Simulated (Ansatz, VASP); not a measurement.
## One calculation of BeTe, two programs

```
Be Te
1.0
     7.58293    0.00000    0.00000
     0.00000    5.28583    0.00000
     0.00000    0.00000    3.89399
Be Te
4 4
Cartesian
  5.6872 0.0000 1.8649
  0.0000 2.6429 0.0000
  1.8957 0.0000 2.0291
  3.7915 2.6429 0.0000
  5.6872 2.6429 2.1865
  0.0000 0.0000 0.0000
  1.8957 2.6429 1.7075
  3.7915 0.0000 0.0000
```

Alike in both runs: functional PBE; k mesh 4 × 4 × 4; occupations gaussian, width 0.1 eV; no spin polarisation.

Ansatz relaxed the structure, and its values are those at the end. VASP's run is a single point on that final structure, the one shown.

```csv
,VASP,Ansatz
version,VASP 6.6.1,Ansatz 0.2.0
potentials or method,"VASP PAW PBE potentials, release 64 (Be, Te), cutoff 520 eV","scalar-relativistic, plane waves, PAW"
valence electrons in the cell,32,72
```

Ansatz gave:

| Item | Value |
| --- | --- |
| gap on the k mesh at the Fermi level (eV) | none |
| pressure (GPa) | 0.0 |

Task: What did VASP give for the same quantities?

Result: gap on the k mesh at the Fermi level (eV): none; pressure (GPa): 0.1.

A gap of «none» marks a metal or a gap that the smearing closes. The functional is the same, so the differences come from potentials, cutoffs and numerics. VASP's potentials hold 32 valence electrons a cell and Ansatz's 72, so a difference there can come from the potentials and not from the codes.

The k mesh is coarse, so the values compare programs but aren't converged. Neither program's run includes spin-orbit coupling.
